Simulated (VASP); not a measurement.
**Ca3SbP: single point with LDA**

The system is Ca3SbP.

```
CELL_PARAMETERS angstrom
5.12033 0.00000 0.00000
0.00000 5.12033 0.00000
0.00000 0.00000 5.12033
ATOMIC_POSITIONS crystal
Ca 0.99139 0.50000 0.50000
Ca 0.46572 0.00000 0.50000
Ca 0.46572 0.50000 0.00000
Sb 0.02633 0.00000 0.00000
P 0.49634 0.50000 0.50000
```

- Program: VASP 6.6.1
- Task: single point
- Functional: LDA
- Potentials or basis: VASP PAW LDA potentials, release 64 (Ca_sv, Sb, P)
- Cutoff: 520 eV
- k mesh: 6 × 6 × 6
- Occupations: gaussian, width 0.05 eV
- Spin: no spin polarisation
- Dipole correction: no
- Further INCAR settings: ALGO = Normal; EDIFF = 1e-07; NBANDS = 28

```json
{
 "Pressure": "4.5 GPa",
 "Largest force": "0.153 eV/Å",
 "Band gap on the k mesh": "0.59 eV, direct"
}
```

Forces in eV/Å, atoms in the order of the input:
```
Ca  -0.012  0.000  0.000
Ca   0.077  0.000  0.000
Ca   0.077  0.000  0.000
Sb  -0.153  0.000  0.000
P    0.012  0.000  0.000
```

Stress tensor (GPa, compression positive):
```
5.06 0.00 0.00
0.00 4.21 0.00
0.00 0.00 4.21
```

Levels at points of the mesh, in eV from the valence-band top:
| k point | band 17 | band 18 | band 19 | band 20 | band 21 | band 22 | band 23 | band 24 |
| --- | --- | --- | --- | --- | --- | --- | --- | --- |
| (0.00, 0.00, 0.00) | -1.66 | -0.06 | 0.00 | 0.00 | 0.59 | 0.88 | 0.96 | 1.13 |
| (0.50, 0.00, 0.00) | -1.52 | -1.52 | -1.11 | -1.11 | 1.21 | 1.55 | 2.03 | 2.92 |
| (0.00, 0.50, 0.00) | -1.51 | -1.49 | -1.13 | -1.05 | 1.21 | 1.56 | 2.00 | 2.76 |
| (0.50, 0.50, 0.00) | -1.77 | -1.41 | -1.36 | -1.12 | 1.82 | 1.88 | 2.11 | 2.59 |
| (0.00, 0.50, 0.50) | -1.74 | -1.36 | -1.36 | -0.98 | 1.77 | 1.77 | 2.07 | 2.44 |
| (0.50, 0.50, 0.50) | -3.31 | -1.76 | -1.76 | -1.71 | 2.07 | 2.15 | 2.15 | 3.06 |

It took 99 s on 1 thread of AMD EPYC 9R14 (Zen 4), on a shared host, peak memory 0.26 GiB.

Caveat: spin-orbit coupling is left out, which moves the levels of the heavy elements. A k mesh can miss the band edges.
